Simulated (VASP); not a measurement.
# Ni5Pt7Au8 in VASP: further runs

Runs on Ni5Pt7Au8. Level: PBE. Tasks: single point.

Everything below comes from runs of VASP 6.6.1. Logs are shortened: lines on timing, memory, paths and dates and some standing lists are left out, and cuts for length are marked.

## 1. The cell of the first run

The cell holds a disordered packing, 20 atoms: a = 6.727 Å, b = 6.822 Å, c = 6.859 Å, α = 89.53°, β = 94.33°, γ = 89.49°.

## 2. Single point, PBE

File INCAR:

```
PREC = Accurate
ENCUT = 400
EDIFF = 1E-6
ISMEAR = -1
SIGMA = 0.0844
LREAL = Auto
LASPH = T
NELM = 120
ALGO = Normal
ISIF = 2
LWAVE = F
LCHARG = F
GGA = PE
NBANDS = 120
ISYM = -1
GGA_COMPAT = F
```

File KPOINTS:

```
explicit points
1
Reciprocal
  0.25000000   0.25000000   0.25000000 1
```

File POSCAR:

```
Ni5Pt7Au8
1.0
    6.7224710000      0.0307370000     -0.2565140000
    0.0307370000      6.8221740000      0.0288080000
   -0.2565140000      0.0288080000      6.8536550000
Au Pt Ni
8 7 5
Direct
    0.2153522440      0.5741551306      0.4393055391
    0.8147260712      0.5627521457      0.2573142184
    0.2247407946      0.1267520354      0.1515100611
    0.5020902942      0.8401416326      0.2493699186
    0.8322579129      0.8094045370      0.9199979398
    0.9998632761      0.2336085294      0.4366206256
    0.8407795096      0.8977725195      0.5137329913
    0.3611567641      0.7492676797      0.8428784149
    0.7022973390      0.4374203274      0.9157491725
    0.3138656345      0.3564722287      0.7675000678
    0.4330751710      0.4532666443      0.1687952106
    0.6213759635      0.5674630604      0.5613728964
    0.2756478164      0.9937718940      0.5713217171
    0.5571150137      0.0584180750      0.8651306336
    0.5839062004      0.2011325530      0.4496390449
   -0.0065100120      0.1418933123      0.8187389690
    0.0465826958      0.4480211650      0.0141226134
    0.9788042902      0.5194704369      0.6982013392
    0.7989995846      0.1069506879      0.1445413497
    0.1028204031      0.8161576719      0.1715829003
```

Potentials or basis: VASP PAW PBE potentials, release 64 (Au, Pt, Ni).

Launch:

```console
cat potpaw_PBE.64/Au/POTCAR potpaw_PBE.64/Pt/POTCAR potpaw_PBE.64/Ni/POTCAR > POTCAR
mpirun -np 1 vasp_std > vasp.out
```

OUTCAR:

```text
PREC = Accurate
   ENCUT = 400
   EDIFF = 1E-6
   ISMEAR = -1
   LREAL = Auto
   LASPH = T
   NELM = 120
   ISIF = 2
   GGA = PE
   ISYM = -1

 ion  position               nearest neighbor table
   1  0.215  0.574  0.439-  18 2.50  20 2.53  11 2.58  10 2.72   6 2.75  12 2.80   2 2.89   4 3.02
                            13 3.03   8 3.12  17 3.18   7 3.41  15 3.53
   2  0.815  0.563  0.257-  17 2.49  12 2.54   9 2.56  20 2.70  11 2.71   6 2.79   4 2.81   5 2.86
                             1 2.89   7 2.89  18 3.15  19 3.21  15 3.25
   3  0.225  0.127  0.152-  20 2.29  17 2.62  11 2.64   6 2.66  16 2.66   4 2.73  19 2.87  13 3.01
                            15 3.09  14 3.12  10 3.15   8 3.51
   4  0.502  0.840  0.249-  20 2.71   3 2.73  11 2.74   2 2.81   7 2.84  19 2.84  15 2.87  12 2.89
                             8 2.95  13 2.97   1 3.02  14 3.06   5 3.29
   5  0.832  0.809  0.920-  20 2.41  14 2.51  19 2.58  16 2.63   9 2.69  18 2.73   7 2.85   2 2.86
                            17 2.89   8 3.20  12 3.22   4 3.29
   6  1.000  0.234  0.437-  19 2.50  13 2.58   7 2.60   3 2.66  18 2.67  16 2.69   1 2.75   2 2.79
                            15 2.82  10 3.11  17 3.27
   7  0.841  0.898  0.514-   6 2.60  15 2.70  12 2.74  16 2.82   4 2.84   5 2.85  19 2.89   2 2.89
                            18 2.97  13 3.00  20 3.09  14 3.37   1 3.41
   8  0.361  0.749  0.843-  14 2.50  13 2.52  10 2.75   4 2.95  12 2.97  20 2.98  11 3.01   1 3.12
                             9 3.12  18 3.13   5 3.20  17 3.24   3 3.51
   9  0.702  0.437  0.916-  17 2.36  18 2.53   2 2.56  12 2.60  11 2.60   5 2.69  19 2.78  14 2.79
                            10 2.79  16 2.91   8 3.12
  10  0.314  0.356  0.768-  18 2.52  17 2.63  14 2.65  16 2.66   1 2.72   8 2.75   9 2.79  13 2.83
                            11 2.89  12 2.97   6 3.11  15 3.13   3 3.15
  11  0.433  0.453  0.169-   1 2.58   9 2.60   3 2.64  15 2.71   2 2.71  17 2.73   4 2.74  10 2.89
                            12 3.00   8 3.01
  12  0.621  0.567  0.561-  18 2.53   2 2.54   9 2.60  15 2.63   7 2.74   1 2.80   4 2.89  10 2.97
                             8 2.97  11 3.00   5 3.22
  13  0.276  0.994  0.571-   8 2.52   6 2.58  15 2.70  14 2.70  16 2.83  10 2.83   4 2.97   7 3.00
                             3 3.01   1 3.03  20 3.15
  14  0.557  0.058  0.865-  19 2.45   8 2.50   5 2.51  10 2.65  13 2.70   9 2.79  15 3.02  16 3.04
                             4 3.06   3 3.12   7 3.37
  15  0.584  0.201  0.450-  12 2.63   7 2.70  13 2.70  11 2.71  19 2.71   6 2.82   4 2.87  14 3.02
                             3 3.09  10 3.13   2 3.25   1 3.53
  16  0.993  0.142  0.819-  17 2.50   5 2.63  10 2.66   3 2.66  19 2.68   6 2.69  18 2.70   7 2.82
                            13 2.83   9 2.91  14 3.04
  17  0.047  0.448  0.014-  18 2.23   9 2.36   2 2.49  16 2.50   3 2.62  10 2.63  11 2.73  20 2.76
                             5 2.89  19 3.04   1 3.18   8 3.24   6 3.27
  18  0.979  0.519  0.698-  17 2.23   1 2.50  10 2.52  12 2.53   9 2.53   6 2.67  16 2.70   5 2.73
                             7 2.97   8 3.13   2 3.15
  19  0.799  0.107  0.145-  14 2.45   6 2.50   5 2.58  16 2.68  15 2.71   9 2.78  20 2.83   4 2.84
                             3 2.87   7 2.89  17 3.04   2 3.21
  20  0.103  0.816  0.172-   3 2.29   5 2.41   1 2.53   2 2.70   4 2.71  17 2.76  19 2.83   8 2.98
                             7 3.09  13 3.15

IMPORTANT INFORMATION: All symmetrisations will be switched off!
NOSYMM: (Re-)initialisation of all symmetry stuff for point group C_1.

----------------------------------------------------------------------------------------

                                     Primitive cell

  volume of cell :     313.8600

  direct lattice vectors                    reciprocal lattice vectors
     6.722471000  0.030737000 -0.256514000     0.148970865 -0.000694738  0.005578502
     0.030737000  6.822174000  0.028808000    -0.000694738  0.146586682 -0.000642151
    -0.256514000  0.028808000  6.853655000     0.005578502 -0.000642151  0.146119036

  length of vectors
     6.727433429  6.822304065  6.858514139     0.149076896  0.146589735  0.146226895

  position of ions in fractional coordinates (direct lattice)
     0.215352244  0.574155131  0.439305539
     0.814726071  0.562752146  0.257314218
     0.224740795  0.126752035  0.151510061
     0.502090294  0.840141633  0.249369919
     0.832257913  0.809404537  0.919997940
     0.999863276  0.233608529  0.436620626
[... 12 lines left out ...]
     0.798999585  0.106950688  0.144541350
     0.102820403  0.816157672  0.171582900

  ion indices of the primitive-cell ions
   primitive index   ion index
                 1           1
                 2           2
                 3           3
                 4           4
                 5           5
                 6           6
[... 12 lines left out ...]
                19          19
                20          20

----------------------------------------------------------------------------------------

 KPOINTS: explicit points

Read explicit list of k-points.

 Found      1 k-points:

 Following reciprocal coordinates:
            Coordinates               Weight
  0.250000  0.250000  0.250000      1.000000
   k-points           NKPTS =      1   k-points in BZ     NKDIM =      1   number of bands    NBANDS=    120
   number of dos      NEDOS =    301   number of ions     NIONS =     20
   total plane-waves  NPLWV = 110592
   dimension x,y,z NGX =    48 NGY =   48 NGZ =   48
   dimension x,y,z NGXF=    96 NGYF=   96 NGZF=   96
   ions per type =               8   7   5
   NGX,Y,Z   is equivalent  to a cutoff of  11.86, 11.70, 11.63 a.u.
   NGXF,Y,Z  is equivalent  to a cutoff of  23.72, 23.39, 23.27 a.u.
 SYSTEM =  unknown system
   PREC   = accura    normal or accurate (medium, high low for compatibility)
   ISTART =      0    job   : 0-new  1-cont  2-samecut
   ICHARG =      2    charge: 1-file 2-atom 10-const
   ISPIN  =      1    spin polarized calculation?
   LNONCOLLINEAR =      F non collinear calculations
   LSORBIT =      F    spin-orbit coupling
   LASPH  =      T    aspherical Exc in radial PAW
   ENCUT  =  400.0 eV  29.40 Ry    5.42 a.u.  10.97 11.13 11.18*2*pi/ulx,y,z
   NELM   =    120;   NELMIN=  2; NELMDL= -5     # of ELM steps
   EDIFF  = 0.1E-05   stopping-criterion for ELM
   LREAL  =      T    real-space projection
   EDIFFG = 0.1E-04   stopping-criterion for IOM
   NSW    =      0    number of steps for IOM
   IBRION =     -1    ionic relax: 0-MD 1-quasi-New 2-CG
   NFREE  =      0    steps in history (QN), initial steepest desc. (CG)
   ISIF   =      2    stress and relaxation
   ISYM   =     -1    0-nonsym 1-usesym 2-fastsym
   POTIM  = 0.5000    time-step for ionic-motion
   TEBEG  =    0.0;   TEEND  =   0.0 temperature during run
   PSTRESS=    0.0 pullay stress
   NELECT =     208.0000    total number of electrons
   NUPDOWN=      -1.0000    fix difference up-down
   EMIN   =  10.00;   EMAX   =-10.00  energy-range for DOS
   EFERMI =   0.00;   METHOD = LEGACY
   ISMEAR =    -1;   SIGMA  =   0.08  broadening in eV -4-tet -1-fermi 0-gaus
   EFERMI_NEDOS =   21; number of points for ismear=-14 and -15
   IALGO  =     38    algorithm
   IMIX   =      4    mixing-type and parameters
     AMIX     =   0.40;   BMIX     =  1.00
     AMIX_MAG =   1.60;   BMIX_MAG =  1.00
  volume/ion in A,a.u.               =      15.69       105.90
  Fermi-wavevector in a.u.,A,eV,Ry     =   1.427307  2.697218 27.717846  2.037204
  Thomas-Fermi vector in A             =   2.547490
   LORBIT       =      0    0 simple, 1 ext, 2 COOP (PROOUT), +10 PAW based schemes
   GGA     = PE    functional components
   LHFCALC =     F    Hartree Fock is set to
   AEXX    =    0.0000 exact exchange contribution
   IVDW    =     0    specifies the selected vdW correction
   LEPSILON=     F    determine dielectric tensor
   LRPA    =     F    only Hartree local field effects (RPA)
 non-spin polarized calculation
  energy-cutoff  :      400.00
  volume of cell :      313.86
 maximum number of plane-waves:      5717
 NGX is ok and might be reduce to    48
   NGX = 21   NGY = 23   NGZ = 23

 number of electron     208.0000009 magnetization

 Free energy of the ion-electron system (eV)
  ---------------------------------------------------
  ext. energy  EPLUGINS =         0.00000000
  ---------------------------------------------------
  free energy    TOTEN  =       -90.52431778 eV

  energy without entropy =      -89.80017821  energy(sigma->0) =      -90.16224800

 E-fermi :   8.9945     XC(G=0): -12.6853

 val. band max:        8.9622870613   @ k =   0.2500   0.2500   0.2500
 cond. band min:       9.0066402190   @ k =   0.2500   0.2500   0.2500
 fundamental gap:      0.0443531578
 Fermi energy:         8.9945128593

 k-point     1 :       0.2500    0.2500    0.2500
  band No.  band energies     occupation
      1       0.4692      2.00000
      2       1.6552      2.00000
      3       1.9330      2.00000
      4       2.1142      2.00000
      5       2.3885      2.00000
      6       2.5124      2.00000
[... 108 lines left out ...]
    115      11.4840      0.00000
    116      11.8550      0.00000
 [bands above 116 left out]

------------------------ aborting loop because EDIFF is reached ----------------------------------------

  FORCE on cell =-STRESS in cart. coord.  units (eV):
  Direction    XX          YY          ZZ          XY          YZ          ZX
  --------------------------------------------------------------------------------------
  -------------------------------------------------------------------------------------
  Total       17.0020880     22.0962342     14.3252538      4.3747391     -1.3484316      5.3256390
  in kB       86.7914327    112.7957828     73.1268597     22.3319557     -6.8834083     27.1860635
  external PRESSURE =      90.9046917 kB  Pullay stress =       0.0000000 kB

 VOLUME and BASIS-vectors are now :
 -----------------------------------------------------------------------------
  energy-cutoff  :      400.00
  volume of cell :      313.86
      direct lattice vectors                 reciprocal lattice vectors
     6.722471000  0.030737000 -0.256514000     0.148970865 -0.000694738  0.005578502
     0.030737000  6.822174000  0.028808000    -0.000694738  0.146586682 -0.000642151
    -0.256514000  0.028808000  6.853655000     0.005578502 -0.000642151  0.146119036

 POSITION                                       TOTAL-FORCE (eV/Angst)
 -----------------------------------------------------------------------------------
      1.35266      3.93626      2.97215        -0.410360      0.926156      0.404756
      5.42826      3.87165      1.57077         1.451105      0.102950      0.655751
      1.47584      0.87600      0.98440         1.021468      1.462240     -1.151668
      3.33714      5.75421      1.60450        -0.037002      0.655595     -0.110236
      5.38372      5.57398      6.11518         1.057443     -1.016074     -0.930521
      6.61673      1.63703      2.74270        -0.527649      1.516051      0.494014
[... 12 lines left out ...]
      5.33746      0.75836      0.78876        -0.012197      0.200974      0.165482
      0.67228      5.57607      1.17311        -0.094586     -1.948776      0.777838
 -----------------------------------------------------------------------------------
    total drift:                               -0.001108     -0.006881      0.001768

  FREE ENERGIE OF THE ION-ELECTRON SYSTEM (eV)
  ---------------------------------------------------
  free  energy   TOTEN  =       -90.5243177824 eV

  energy  without entropy=      -89.8001782140  energy(sigma->0) =      -90.16224800
```

Wall time 1.7 min (1 thread of AMD EPYC 9R45 (Zen 5), shared host); peak memory 0.3 GiB.

What came out:

```
Free energy   : -90.5243 eV
Pressure      : 9.1 GPa
Largest force : 3.353 eV/Å
```

Forces in eV/Å, atoms in the order of the input:
```
Au  -0.410  0.926  0.405
Au   1.451  0.103  0.656
Au   1.021  1.462 -1.152
Au  -0.037  0.656 -0.110
Au   1.057 -1.016 -0.931
Au  -0.528  1.516  0.494
Au   0.519 -0.779  0.576
Au  -0.745 -2.964  1.380
Pt  -0.964 -1.713 -1.584
Pt   0.040 -0.313  0.492
Pt  -0.237  0.383 -0.809
Pt  -1.604  0.281  1.015
Pt  -0.226  0.017 -1.147
Pt   0.055  2.997 -0.501
Pt  -0.562 -0.107 -0.042
Ni  -0.073 -0.112 -0.171
Ni   2.092  0.071  1.218
Ni  -0.743  0.340 -0.731
Ni  -0.012  0.201  0.165
Ni  -0.095 -1.949  0.778
```

Stress tensor (GPa, compression positive):
```
 8.68  2.23  2.72
 2.23 11.28 -0.69
 2.72 -0.69  7.31
```

Caveat: the atoms stand as in a frame of molecular dynamics; spin-orbit coupling is left out, which moves the levels of the heavy elements. Spin polarisation is off, so any magnetic state and its effect on volume and gap are missing.

## 3. Single point, PBE

File INCAR:

```
SYSTEM = Ni5Pt7Au8
PREC     = Accurate       ! precision mode
ENCUT    = 400            ! plane-wave cutoff, eV
EDIFF    = 1E-6           ! SCF threshold, eV
ISMEAR   = -1             ! smearing method
SIGMA    = 0.05           ! smearing width, eV
LREAL    = Auto         
LASPH    = .True.         ! aspherical terms in the spheres
NELM     = 120            ! most SCF steps
ALGO     = Normal         ! electronic algorithm
ISIF     = 2              ! what is computed and relaxed
LWAVE    = .False.        ! write WAVECAR
LCHARG   = .True.         ! write CHGCAR
GGA      = PE             ! functional
LELF     = .True.         ! ELF
LVHAR    = .True.       
ISYM     = -1           
NBANDS   = 120            ! bands
GGA_COMPAT= .False.
```

KPOINTS is that of step 2.

File POSCAR:

```
Ni5Pt7Au8
1.0
    6.7224710000      0.0307370000     -0.2565140000
    0.0307370000      6.8221740000      0.0288080000
   -0.2565140000      0.0288080000      6.8536550000
Au Pt Ni
8 7 5
Direct
    0.2039881756      0.5751378026      0.4456349573
    0.8092663299      0.5794074322      0.2667405310
    0.2411860649      0.1253986273      0.1348725780
    0.4925723763      0.8502132828      0.2520428540
    0.8383844621      0.8052933465      0.9230160347
    0.9846499547      0.2463789131      0.4431754757
    0.8447714194      0.8853628324      0.5177369102
    0.3606640777      0.7186913642      0.8634313114
    0.7084476381      0.4181651547      0.9141210399
    0.3100154690      0.3583961801      0.7739500501
    0.4203076008      0.4698665178      0.1649147600
    0.6002506435      0.5653106124      0.5656669654
    0.2736926674      0.9882263903      0.5598140226
    0.5618456458      0.0682139110      0.8653631045
    0.5750939272      0.1952328266      0.4373099283
    0.9841004446      0.1402055634      0.8126893606
    0.0671797755      0.4549785925      0.0409598279
    0.9501732139      0.5641677057      0.6895401342
    0.8261082634      0.1171930346      0.1420312575
    0.1110471882      0.8006654832      0.1783706048
```

Potentials or basis: VASP PAW PBE potentials, release 64 (Au, Pt, Ni).

Launch:

```console
cat potpaw_PBE.64/Au/POTCAR potpaw_PBE.64/Pt/POTCAR potpaw_PBE.64/Ni/POTCAR > POTCAR
mpirun -np 1 vasp_std > vasp.out
```

It took 2.2 min on 1 thread of AMD EPYC 9R45 (Zen 5), shared host; peak memory 0.3 GiB.

It converged, with:

```yaml
Free_energy: -91.2102 eV
Pressure: 6.9 GPa
Largest_force: 1.960 eV/Å
```

Forces in eV/Å, atoms in the order of the input:
```
Au   0.040  0.480  0.876
Au   0.537 -0.735 -0.627
Au  -0.424  0.932 -0.648
Au   1.135 -0.014  0.086
Au   0.104 -0.164 -0.020
Au   0.422  0.395  0.728
Au   0.308  0.980  0.269
Au  -0.261  1.718 -0.382
Pt   0.119 -0.231 -0.224
Pt  -1.059 -1.619 -0.315
Pt   1.100 -0.428  0.159
Pt  -1.495 -0.001  0.643
Pt  -0.173 -0.352  0.493
Pt  -0.496  0.039 -0.728
Pt  -0.067  0.484  0.125
Ni   0.145  0.169 -0.005
Ni  -0.417  0.108 -0.540
Ni   1.015 -1.584  0.460
Ni  -0.501 -0.126 -0.403
Ni  -0.031 -0.049  0.055
```

Stress tensor (GPa, compression positive):
```
 6.16  1.53  2.34
 1.53 10.32  0.36
 2.34  0.36  4.35
```

Levels at points of the mesh, in eV from the Fermi level:
```csv
k point,band 101,band 102,band 103,band 104,band 105,band 106,band 107,band 108
"(0.25, 0.25, 0.25)",-0.17,-0.11,-0.09,-0.02,0.02,0.06,0.12,0.65
```

Caveat: the atoms stand as in a frame of molecular dynamics; spin-orbit coupling is left out, which moves the levels of the heavy elements.

[end of part 1 of 3]
